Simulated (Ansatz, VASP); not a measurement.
**One calculation of Pd, two programs**

File POSCAR:

```
Pd
1.0
    0.0000000000      1.9567730079      1.9567730079
    1.9567730079      0.0000000000      1.9567730079
    1.9567730079      1.9567730079      0.0000000000
Pd
1
Direct
    0.0000000000      0.0000000000      0.0000000000
```

File INCAR.step1:

```
PREC = Accurate ; ENCUT = 520
ISMEAR = -1 ; SIGMA = 0.1
LREAL = F ; LASPH = T
NELM = 150 ; ISPIN = 2
MAGMOM = 0.436 ; LMAXMIX = 4
NBANDS = 15 ; GGA = PE
ALGO = Normal ; EDIFF = 1E-4
LWAVE = T ; LCHARG = F
```

The input INCAR.step2:

```
PREC = Accurate ; ENCUT = 520
EDIFF = 1E-7 ; ISMEAR = -1
SIGMA = 0.1 ; LREAL = F
LASPH = T ; NELM = 150
ALGO = Normal ; ISIF = 2
LWAVE = F ; LCHARG = F
ISPIN = 2 ; MAGMOM = 0.436
LORBIT = 11 ; LMAXMIX = 4
METAGGA = R2SCAN ; LMIXTAU = T
NBANDS = 15 ; ISTART = 1
```

Contents of KPOINTS:

```
Automatic mesh
0
Gamma
  14 14 14
```

Input for Ansatz:

```yaml
crystal:
  lattice:
    - [0.0, 1.9567730079, 1.9567730079]
    - [1.9567730079, 0.0, 1.9567730079]
    - [1.9567730079, 1.9567730079, 0.0]
  atoms:
    - { symbol: Pd, position: [0.0, 0.0, 0.0], spin: 0.436 }
hamiltonian:
  xc: r2scan
  pseudopotentials:
    kind: paw
    azcp:
      Pd: "pseudopotentials/Pd.paw.azcp"
basis:
  ecutwfc: 500
  fft_grid_basis: typed
kpoints:
  mp_grid: { grid: [14, 14, 14], shift: [0, 0, 0] }
magnetization:
  spin_polarized: true
scf:
  occupations: { method: fermi_dirac, width: 0.1 }
  lower_state_search: "off"
output:
  stress: true
  write_density: true
  write_potential: true
  elf: true
  volumetric_format: npy
```

Alike in both runs: task single point; functional r2SCAN; k mesh 14 × 14 × 14; occupations fermi-dirac, width 0.1 eV; collinear spin.

|  | VASP | Ansatz |
| --- | --- | --- |
| version | VASP 6.6.1 | Ansatz 0.2.0 |
| potentials or method | VASP PAW PBE potentials, release 64 (Pd), cutoff 520 eV | plane waves (500 eV) with PAW, scalar-relativistic |
| valence electrons in the cell | 10 | 18 |

```csv
,VASP,Ansatz,Ansatz less VASP
pressure (GPa),0.8,0.1,-0.66
net moment per atom (μB),0.41,0.41,-0.004
size of the moment on the site where the two differ most (μB),0.42,0.42,+0.007
```

VASP's potentials were made for PBE, not for r2SCAN. Site moments also hang on the region over which each program counts them. VASP's potentials hold 10 valence electrons a cell and Ansatz's 18, so a difference there can come from the potentials and not from the codes. Ansatz's warnings: stability check not made.
